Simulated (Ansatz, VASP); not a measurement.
GaAs3 in VASP and in Ansatz

```
Ga As
1.0
     3.96950    0.00000    0.00000
    -1.98475    3.43769    0.00000
     0.00000    0.00000    6.79334
Ga As
1 3
Direct
  0.33333 0.66667 0.15092
  0.33333 0.66667 0.52386
  0.00000 0.00000 0.02094
  0.66667 0.33333 0.69928
```

Alike in both runs: functional PBE; k mesh 6 × 6 × 3; occupations gaussian, width 0.2 eV; no spin polarisation.

Ansatz relaxed the structure, and its values are those at the end. VASP's run is a single point on that final structure, the one shown.

|  | VASP | Ansatz |
| --- | --- | --- |
| version | VASP 6.6.1 | Ansatz 0.2.0 |
| potentials or method | VASP PAW PBE potentials, release 64 (Ga_d, As), cutoff 500 eV | scalar-relativistic, plane waves, PAW |
| valence electrons in the cell | 28 | 58 |

```tsv
	VASP	Ansatz	Ansatz less VASP
gap on the k mesh at the Fermi level (eV)	0.38	0.39	+0.002
least direct gap on the mesh (eV)	0.85	0.85	-0.002
pressure (GPa)	0.1	-0.1	-0.16
rms of the force components (eV/Å)	0.033	0.026	-0.0077
```

VASP's potentials hold 28 valence electrons a cell and Ansatz's 58, so a difference there can come from the potentials and not from the codes.
